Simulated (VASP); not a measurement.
Mg2Sn, 3 atoms in the cell. The structure is cubic, space group Fm-3m (No. 225). Conventional cell: a = 6.760 Å, b = 6.760 Å, c = 6.760 Å, α = 90.00°, β = 90.00°, γ = 90.00°. Sn (site symmetry m-3m) has 8 Mg at 2.93 Å within 3.9 Å. Within 3.9 Å of Mg (site symmetry -43m) lie 4 Sn at 2.93 Å and 6 Mg at 3.38 Å. 

```yaml
Program: VASP 6.6.1
Task: single point
Functional: r2SCAN
Potentials_or_basis: VASP PAW PBE potentials, release 64 (Sn_d, Mg)
Cutoff: 660 eV
k_mesh: 6 × 6 × 6
Occupations: fermi-dirac, width 0.02 eV
Spin: no spin polarisation
Dipole_correction: no
Further_INCAR_settings: ALGO = Normal; EDIFF = 1e-06; NBANDS = 16
```

Potentials or basis: VASP PAW PBE potentials, release 64 (Sn_d, Mg).

Launch:

```sh
$ cat potpaw_PBE.64/Sn_d/POTCAR potpaw_PBE.64/Mg/POTCAR > POTCAR
$ cp INCAR.step1 INCAR
$ mpirun -np 1 vasp_std > vasp.out
$ cp INCAR.step2 INCAR
$ mpirun -np 1 vasp_std > vasp.out
```

Hardware: 1 thread of AMD EPYC 9R45 96-Core Processor (Zen 5), with other jobs on the host.

Task: Estimate the wall time of this run.

Result: Run time: 70 s on 1 thread of AMD EPYC 9R45 96-Core Processor (Zen 5) (shared host), peak memory 0.24 GiB. Counts: k points 16.
